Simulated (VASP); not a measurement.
# BAs (F-43m) in VASP: notebook

The runs below take BAs through single point, with PBE, PBE+D3(BJ).

Everything below comes from runs of VASP 6.6.1. Logs are shortened: lines on timing, memory, paths and dates and some standing lists are left out, and cuts for length are marked.

**1. The cell of the first run**

It takes space group F-43m (No. 216, cubic). Conventional cell: a = 4.819 Å, b = 4.819 Å, c = 4.819 Å, α = 90.00°, β = 90.00°, γ = 90.00°. B (site symmetry -43m) has 4 As at 2.09 Å within 2.8 Å. As (site symmetry -43m) has 4 B at 2.09 Å within 2.8 Å.

**2. Single point, PBE**

File INCAR:

```
PREC = Accurate
ENCUT = 500
EDIFF = 1E-6
ISMEAR = 1
SIGMA = 0.27211386245988
LREAL = F
LASPH = T
NELM = 120
ALGO = Normal
ISIF = 2
LWAVE = F
LCHARG = F
GGA = PE
NBANDS = 11
GGA_COMPAT = F
```

File KPOINTS:

```
regular mesh
0
Gamma
  6 6 6
```

File POSCAR:

```
BAs
1.0
    0.0000000000      2.4096270000      2.4096270000
    2.4096270000      0.0000000000      2.4096270000
    2.4096270000      2.4096270000      0.0000000000
B As
1 1
Direct
    0.2500000000      0.2500000000      0.2500000000
    0.0000000000      0.0000000000      0.0000000000
```

Potentials or basis: VASP PAW PBE potentials, release 64 (B, As).

The run is started by

```console
$ cat potpaw_PBE.64/B/POTCAR potpaw_PBE.64/As/POTCAR > POTCAR
$ mpirun -np 1 vasp_std > vasp.out
```

OUTCAR:

```text
PREC = Accurate
   ENCUT = 500
   EDIFF = 1E-6
   ISMEAR = 1
   LREAL = F
   LASPH = T
   NELM = 120
   ISIF = 2
   GGA = PE

 ion  position               nearest neighbor table
   1  0.250  0.250  0.250-   2 2.09   2 2.09   2 2.09   2 2.09
   2  0.000  0.000  0.000-   1 2.09   1 2.09   1 2.09   1 2.09

  LATTYP: Found a face centered cubic cell.
 ALAT       =     4.8192540000

  Lattice vectors:

 A1 = (   0.0000000000,   2.4096270000,   2.4096270000)
 A2 = (   2.4096270000,   0.0000000000,   2.4096270000)
 A3 = (   2.4096270000,   2.4096270000,   0.0000000000)

Analysis of symmetry for initial positions (statically):
=====================================================================
 Subroutine PRICEL returns:
 Original cell was already a primitive cell.

 Routine SETGRP: Setting up the symmetry group for a
 face centered cubic supercell.

 Subroutine GETGRP returns: Found 24 space group operations
 (whereof 24 operations were pure point group operations)
 out of a pool of 48 trial point group operations.

The static configuration has the point symmetry T_d .

Analysis of symmetry for dynamics (positions and initial velocities):
=====================================================================
 Subroutine PRICEL returns:
 Original cell was already a primitive cell.

 Routine SETGRP: Setting up the symmetry group for a
 face centered cubic supercell.

 Subroutine GETGRP returns: Found 24 space group operations
 (whereof 24 operations were pure point group operations)
 out of a pool of 48 trial point group operations.

The dynamic configuration has the point symmetry T_d .

 Subroutine INISYM returns: Found 24 space group operations
 (whereof 24 operations are pure point group operations),
 and found     1 'primitive' translations

----------------------------------------------------------------------------------------

                                     Primitive cell

  volume of cell :      27.9820

  direct lattice vectors                    reciprocal lattice vectors
     0.000000000  2.409627000  2.409627000    -0.207500995  0.207500995  0.207500995
     2.409627000  0.000000000  2.409627000     0.207500995 -0.207500995  0.207500995
     2.409627000  2.409627000  0.000000000     0.207500995  0.207500995 -0.207500995

  length of vectors
     3.407727184  3.407727184  3.407727184     0.359402266  0.359402266  0.359402266

  position of ions in fractional coordinates (direct lattice)
     0.250000000  0.250000000  0.250000000
     0.000000000  0.000000000  0.000000000

  ion indices of the primitive-cell ions
[... 75 lines left out ...]
   TEBEG  =    0.0;   TEEND  =   0.0 temperature during run
   PSTRESS=    0.0 pullay stress
   NELECT =       8.0000    total number of electrons
   NUPDOWN=      -1.0000    fix difference up-down
   EMIN   =  10.00;   EMAX   =-10.00  energy-range for DOS
   EFERMI =   0.00;   METHOD = LEGACY
   ISMEAR =     1;   SIGMA  =   0.27  broadening in eV -4-tet -1-fermi 0-gaus
   EFERMI_NEDOS =   21; number of points for ismear=-14 and -15
   IALGO  =     38    algorithm
   IMIX   =      4    mixing-type and parameters
     AMIX     =   0.40;   BMIX     =  1.00
     AMIX_MAG =   1.60;   BMIX_MAG =  1.00
  volume/ion in A,a.u.               =      13.99        94.42
  Fermi-wavevector in a.u.,A,eV,Ry     =   1.078479  2.038030 15.825165  1.163117
  Thomas-Fermi vector in A             =   2.214419
   LORBIT       =      0    0 simple, 1 ext, 2 COOP (PROOUT), +10 PAW based schemes
   GGA     = PE    functional components
   LHFCALC =     F    Hartree Fock is set to
   AEXX    =    0.0000 exact exchange contribution
   IVDW    =     0    specifies the selected vdW correction
   LEPSILON=     F    determine dielectric tensor
   LRPA    =     F    only Hartree local field effects (RPA)
 non-spin polarized calculation
 Methfessel and Paxton  Order N= 1 SIGMA  =   0.27
  energy-cutoff  :      500.00
  volume of cell :       27.98
 maximum number of plane-waves:       725
 NGX is ok and might be reduce to    28
   NGX = 13   NGY = 13   NGZ = 13

 number of electron       8.0000000 magnetization

 Free energy of the ion-electron system (eV)
  ---------------------------------------------------
  ext. energy  EPLUGINS =         0.00000000
  ---------------------------------------------------
  free energy    TOTEN  =       -11.39460255 eV

  energy without entropy =      -11.39482360  energy(sigma->0) =      -11.39467623

 E-fermi :   6.0730     XC(G=0): -10.4668

 val. band max:        5.8440364318   @ k =   0.0000   0.0000   0.0000
 cond. band min:       7.1383812282   @ k =   0.3333   0.3333   0.0000
 fundamental gap:      1.2943447964
 Fermi energy:         6.0730038566

 k-point     1 :       0.0000    0.0000    0.0000
  band No.  band energies     occupation
      1      -9.3206      2.00000
      2       5.8440      1.99981
      3       5.8440      1.99981
      4       5.8440      1.99981
      5       9.0854     -0.00000
      6       9.0854     -0.00000
      7       9.0854     -0.00000
      8      10.1979     -0.00000
      9      15.2996      0.00000
     10      18.6846      0.00000
     11      18.6846      0.00000
[... 197 lines left out ...]
 k-point    16 :      -0.3333    0.5000    0.1667
  band No.  band energies     occupation
      1      -5.1585      2.00000
      2      -2.2349      2.00000
      3       0.8344      2.00000
      4       1.0282      2.00000
      5       9.6038     -0.00000
      6       9.7813     -0.00000
      7      14.3210      0.00000
      8      14.5703      0.00000
      9      17.9352      0.00000
     10      21.1774      0.00000
     11      21.4826      0.00000

------------------------ aborting loop because EDIFF is reached ----------------------------------------

  FORCE on cell =-STRESS in cart. coord.  units (eV):
  Direction    XX          YY          ZZ          XY          YZ          ZX
  --------------------------------------------------------------------------------------
  -------------------------------------------------------------------------------------
  Total       -0.0349177     -0.0349177     -0.0349177      0.0000000      0.0000000      0.0000000
  in kB       -1.9992945     -1.9992945     -1.9992945      0.0000000      0.0000000      0.0000000
  external PRESSURE =      -1.9992945 kB  Pullay stress =       0.0000000 kB

 VOLUME and BASIS-vectors are now :
 -----------------------------------------------------------------------------
  energy-cutoff  :      500.00
  volume of cell :       27.98
      direct lattice vectors                 reciprocal lattice vectors
     0.000000000  2.409627000  2.409627000    -0.207500995  0.207500995  0.207500995
     2.409627000  0.000000000  2.409627000     0.207500995 -0.207500995  0.207500995
     2.409627000  2.409627000  0.000000000     0.207500995  0.207500995 -0.207500995

 POSITION                                       TOTAL-FORCE (eV/Angst)
 -----------------------------------------------------------------------------------
      1.20481      1.20481      1.20481        -0.000000     -0.000000     -0.000000
      0.00000      0.00000      0.00000         0.000000      0.000000      0.000000
 -----------------------------------------------------------------------------------
    total drift:                                0.000000      0.000000      0.000000

  FREE ENERGIE OF THE ION-ELECTRON SYSTEM (eV)
  ---------------------------------------------------
  free  energy   TOTEN  =       -11.3946025450 eV

  energy  without entropy=      -11.3948236005  energy(sigma->0) =      -11.39467623
```

OSZICAR:

```text
N       E                     dE             d eps       ncg     rms          rms(c)
DAV:   1     0.786916073495E+01    0.78692E+01   -0.38065E+03   360   0.624E+02
DAV:   2    -0.114223117598E+02   -0.19291E+02   -0.18049E+02   457   0.986E+01
DAV:   3    -0.119872998558E+02   -0.56499E+00   -0.56382E+00   441   0.135E+01
DAV:   4    -0.119886545953E+02   -0.13547E-02   -0.13547E-02   379   0.793E-01
DAV:   5    -0.119886568577E+02   -0.22623E-05   -0.22628E-05   412   0.330E-02    0.476E+00
DAV:   6    -0.114545325149E+02    0.53412E+00   -0.15174E+00   373   0.492E+00    0.231E+00
DAV:   7    -0.114005886655E+02    0.53944E-01   -0.17362E-01   406   0.205E+00    0.966E-01
DAV:   8    -0.113941166392E+02    0.64720E-02   -0.19941E-02   388   0.798E-01    0.964E-02
DAV:   9    -0.113944335029E+02   -0.31686E-03   -0.79361E-04   409   0.159E-01    0.563E-02
DAV:  10    -0.113945962217E+02   -0.16272E-03   -0.19879E-04   369   0.858E-02    0.118E-02
DAV:  11    -0.113946022401E+02   -0.60185E-05   -0.55033E-06   426   0.157E-02    0.983E-03
DAV:  12    -0.113946025450E+02   -0.30490E-06   -0.28105E-06   367   0.919E-03
   1 F= -.11394603E+02 E0= -.11394676E+02  d E =0.221055E-03
```

It took 4.6 s on 1 thread of Intel Xeon 6975P-C (Granite Rapids), shared host; peak memory 0.15 GiB.

What came out:

```
Free energy            : -11.3946 eV
Pressure               : -0.2 GPa
Band gap on the k mesh : 1.29 eV, indirect (least direct gap 3.24 eV)
```

Levels at points of the mesh, in eV from the valence-band top:
| k point | band 1 | band 2 | band 3 | band 4 | band 5 | band 6 | band 7 | band 8 |
| --- | --- | --- | --- | --- | --- | --- | --- | --- |
| (0.00, 0.00, 0.00) | -15.16 | 0.00 | 0.00 | 0.00 | 3.24 | 3.24 | 3.24 | 4.35 |
| (0.50, 0.00, 0.00) | -12.39 | -8.60 | -1.78 | -1.78 | 2.54 | 4.75 | 4.75 | 8.81 |
| (0.50, 0.50, 0.00) | -11.11 | -8.39 | -3.97 | -3.97 | 1.46 | 1.46 | 11.12 | 11.12 |

A k mesh can miss the band edges. As with any semilocal functional, this PBE gap is likely too small.

**3. Single point, PBE+D3(BJ)**

File INCAR:

```
ALGO     = Normal         # electronic algorithm
EDIFF    = 1E-6           # SCF threshold, eV
ENCUT    = 500            # plane-wave cutoff, eV
GGA      = PE             # functional
GGA_COMPAT= False        
ISIF     = 2              # what is computed and relaxed
ISMEAR   = -1             # smearing method
IVDW     = 12             # dispersion correction
LASPH    = True           # aspherical terms in the spheres
LCHARG   = False          # write CHGCAR
LREAL    = False          # projectors in reciprocal space
LWAVE    = False          # write WAVECAR
NBANDS   = 11             # bands
NELECT   = 7.5          
NELM     = 120            # most SCF steps
PREC     = Accurate       # precision mode
SIGMA    = 0.025851999786435532 # smearing width, eV
```

File KPOINTS:

```
k-points
0
Gamma
  6 6 6
```

POSCAR is that of step 2.

Potentials or basis: VASP PAW PBE potentials, release 64 (B, As).

The run is started by

```console
$ cat potpaw_PBE.64/B/POTCAR potpaw_PBE.64/As/POTCAR > POTCAR
$ mpirun -np 1 vasp_std > vasp.out
```

It took 4.9 s on 1 thread of Intel Xeon 6975P-C (Granite Rapids), shared host; peak memory 0.16 GiB.

It converged, with:

```
Free energy                : -14.4167 eV
Dispersion energy per atom : -0.321 eV
```

Levels at points of the mesh, in eV from the Fermi level:
```
           k point  band 1  band 2  band 3  band 4  band 5  band 6  band 7  band 8  band 9
(0.00, 0.00, 0.00)  -13.41    1.60    1.60    1.60    5.01    5.01    5.01    5.96   11.55
(0.50, 0.00, 0.00)  -10.69   -6.82   -0.13   -0.13    4.26    6.56    6.56   10.76   14.42
(0.50, 0.50, 0.00)   -9.43   -6.68   -2.26   -2.26    3.38    3.38   12.73   12.73   14.33
```

Caveat: the k points lie up to 0.38 Å⁻¹ apart; the cell carries a net charge on a neutralising background, which shifts energy and pressure; the cell is charged against a uniform background, so pressure and absolute levels hang on convention; pairwise dispersion overbinds metals, which lowers pressure and volume.
